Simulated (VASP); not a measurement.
Crystal: MgCd3Se4.

```
Mg Cd Se
1.0
     4.19470    0.00000    0.00000
    -2.09735    3.63272    0.00000
     0.00000    0.00000   13.74509
Mg Cd Se
1 3 4
Direct
  0.00000 0.00000 0.75532
  0.00000 0.00000 0.25054
  0.33333 0.66667 0.01383
  0.33333 0.66667 0.48706
  0.00000 0.00000 0.95891
  0.00000 0.00000 0.43189
  0.33333 0.66667 0.66682
  0.33333 0.66667 0.19563
```

The cell was built from a structure type or drawn by symmetry, and may not be a known phase.

* Program: VASP 6.6.1
* Task: relaxation of cell and atoms
* Functional: PBE
* Potentials or basis: VASP PAW PBE potentials, release 64 (Mg, Cd, Se)
* Cutoff: 600 eV
* k mesh: 3 × 3 × 1
* Occupations: gaussian, width 0.15 eV
* Spin: no spin polarisation

At the start: pressure 8.4 GPa; volume 26.18 Å³/atom.

Q: Where does the relaxation end?

A: Over 13 steps the energy falls by 182.5 meV/atom and the volume is 29.40 Å³/atom (+12.3 %); space group P3m1 (No. 156, to 0.1 Å) before and after.

Step by step:
| step | energy change (eV) | largest force (eV/Å) | pressure (GPa) | volume (Å³) |
| --- | --- | --- | --- | --- |
| 1 | 0.0000 | 2.8294 | 8.35 | 209.45 |
| 2 | -0.9316 | 0.8888 | -2.35 | 253.61 |
| 3 | -0.9867 | 1.1374 | -0.82 | 243.49 |
| 4 | -1.1213 | 0.7957 | -0.53 | 240.97 |
| 5 | -1.2683 | 0.9179 | 0.62 | 233.42 |
| 6 | -1.3450 | 0.6013 | 0.21 | 234.32 |
| 7 | -1.3626 | 0.5396 | -0.03 | 235.03 |
| 8 | -1.4002 | 0.3758 | -0.05 | 234.99 |
| 9 | -1.4346 | 0.2969 | -0.01 | 234.89 |
| 10 | -1.4359 | 0.3050 | -0.02 | 234.91 |
| 11 | -1.4483 | 0.1924 | 0.01 | 234.68 |
| 12 | -1.4563 | 0.1603 | 0.08 | 234.31 |
| 13 | -1.4597 | 0.0551 | -0.08 | 235.18 |

Final structure:
```yaml
crystal:
  lattice:
    - [4.39614, 0.00000, 0.00000]
    - [-2.19807, 3.80717, 0.00000]
    - [0.00000, 0.00000, 14.05144]
  atoms:
    - { symbol: Mg, position: [0.00000, 0.00000, 0.74836] }
    - { symbol: Cd, position: [0.00000, 0.00000, 0.25081] }
    - { symbol: Cd, position: [0.33333, 0.66667, 0.99722] }
    - { symbol: Cd, position: [0.33333, 0.66667, 0.50492] }
    - { symbol: Se, position: [0.00000, 0.00000, 0.93332] }
    - { symbol: Se, position: [0.00000, 0.00000, 0.44172] }
    - { symbol: Se, position: [0.33333, 0.66667, 0.69633] }
    - { symbol: Se, position: [0.33333, 0.66667, 0.18733] }
```

Caveat: the k points lie up to 0.55 Å⁻¹ apart in the final cell; the relaxation stopped at a loose force limit of 0.08 eV/Å, so its end isn't a converged minimum.
